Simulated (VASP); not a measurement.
**RbBr: relaxation of cell and atoms with PBEsol**

Crystal: RbBr.

```
CELL_PARAMETERS angstrom
4.12608 0.00000 0.00000
0.00000 4.12608 0.00000
0.00000 0.00000 4.12608
ATOMIC_POSITIONS crystal
Rb 0.00000 0.00000 0.00000
Br 0.50000 0.50000 0.50000
```

| Item | Value |
| --- | --- |
| Program | VASP 6.6.1 |
| Task | relaxation of cell and atoms |
| Functional | PBEsol |
| Potentials or basis | VASP PAW PBE potentials, release 64 (Rb_sv, Br) |
| Cutoff | 600 eV |
| k mesh | 7 × 7 × 7 |
| Occupations | fermi-dirac, width 0.05 eV |
| Spin | no spin polarisation |
| Dipole correction | no |
| Further INCAR settings | ALGO = Normal; EDIFF = 1e-06; IBRION = 2; EDIFFG = -0.01; NSW = 60; ISIF = 3 |

| Item | Value |
| --- | --- |
| Relaxed volume | 33.82 Å³/atom |
| Relaxed cell | a = 4.074 Å, b = 4.074 Å, c = 4.074 Å, α = 90.00°, β = 90.00°, γ = 90.00° |
| Space group after relaxing (to 0.05 Å) | Pm-3m (No. 221) |
| Energy gained by relaxing | 2.2 meV/atom |
| Ionic steps | 3 |
| Pressure after relaxing | 0.0 GPa |
| Band gap on the k mesh | 4.05 eV, indirect (least direct gap 4.19 eV) |

The path:
```
step  energy change (eV)  largest force (eV/Å)  pressure (GPa)  volume (Å³)
   1              0.0000                0.0000           -0.56        70.24
   2             -0.0033                0.0000           -0.30        69.01
   3             -0.0045                0.0000            0.03        67.64
```

Final structure:
```xyz
2
Lattice="4.0744 0.0000 0.0000 0.0000 4.0744 0.0000 0.0000 0.0000 4.0744" Properties=species:S:1:pos:R:3 pbc="T T T"
Rb    0.0000    0.0000    0.0000
Br    2.0372    2.0372    2.0372
```

Levels at points of the mesh, in eV from the valence-band top:
```csv
k point,band 5,band 6,band 7,band 8,band 9,band 10,band 11,band 12
"(0.00, 0.00, 0.00)",-8.94,-0.13,-0.13,-0.13,4.05,5.44,5.44,10.03
```

It took 32 s on 1 thread of Intel(R) Xeon(R) Platinum 8259CL CPU @ 2.50GHz (Skylake/Cascade Lake), on a shared host, peak memory 0.22 GiB.

Caveat: the PAW data sets were made with another functional, which shifts forces and pressure a little. Expect the measured gap to be larger: semilocal functionals such as PBEsol lack the derivative discontinuity.
